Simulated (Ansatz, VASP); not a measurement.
## Two plane-wave programs on SrO

File INCAR:

```
PREC = Accurate
ENCUT = 520
EDIFF = 1E-7
ISMEAR = 0
SIGMA = 0.05
LREAL = False
LASPH = True
NELM = 100
ALGO = Normal
ISIF = 2
LWAVE = False
LCHARG = False
GGA = PE
NBANDS = 24
```

File KPOINTS:

```
regular mesh
0
Gamma
  9 9 4
```

POSCAR

```
SrO
1.0
    3.6066365453      0.0000000000      0.0000000000
   -1.8033182727      3.1234388704      0.0000000000
    0.0000000000      0.0000000000      6.2944353951
Sr O
2 2
Direct
    0.3333333333      0.6666666667      0.2543289672
    0.6666666667      0.3333333333      0.7543289672
    0.0000000000      0.0000000000     -0.0237079882
    0.0000000000      0.0000000000      0.4762920118
```

Input for Ansatz:

```yaml
crystal:
  lattice:
    - [3.6066365453, 0.0, 0.0]
    - [-1.8033182727, 3.1234388704, 0.0]
    - [0.0, 0.0, 6.2944353951]
  atoms:
    - { symbol: Sr, position: [0.3333333333, 0.6666666667, 0.2543289672] }
    - { symbol: Sr, position: [0.6666666667, 0.3333333333, 0.7543289672] }
    - { symbol: O, position: [0.0, 0.0, -0.0237079882] }
    - { symbol: O, position: [0.0, 0.0, 0.4762920118] }
basis:
  ecutwfc: 520.0
kpoints:
  mp_grid: { grid: [9, 9, 4] }
hamiltonian:
  xc: pbe
scf:
  occupations: { method: gaussian, width: 0.05 }
output:
  forces: true
  stress: true
  eigenvalues: true
```

Change from the starting cell: mode 8 frozen in at -0.148 Å, equal normal strain along x, y and z +0.0083.

Alike in both runs: task single point; functional PBE; k mesh 9 × 9 × 4; occupations gaussian, width 0.05 eV; no spin polarisation.

|  | VASP | Ansatz |
| --- | --- | --- |
| version | VASP 6.6.1 | Ansatz 0.2.0 |
| potentials or method | VASP PAW PBE potentials, release 64 (Sr_sv, O), cutoff 520 eV | scalar-relativistic, plane waves, PAW |
| valence electrons in the cell | 32 | 32 |

```tsv
	VASP	Ansatz	Ansatz less VASP
gap on the k mesh at the Fermi level (eV)	2.95	2.96	+0.002
least direct gap on the mesh (eV)	2.95	2.96	+0.002
pressure (GPa)	-0.6	-1.1	-0.50
traceless stress, the component that is largest in VASP (GPa)	-0.13	-0.10	+0.029
rms of the force components (eV/Å)	0.190	0.177	-0.0132
```

Atom by atom the forces differ by 0.013 eV/Å (rms over components). The functional is the same, so the differences come from potentials, cutoffs and numerics.
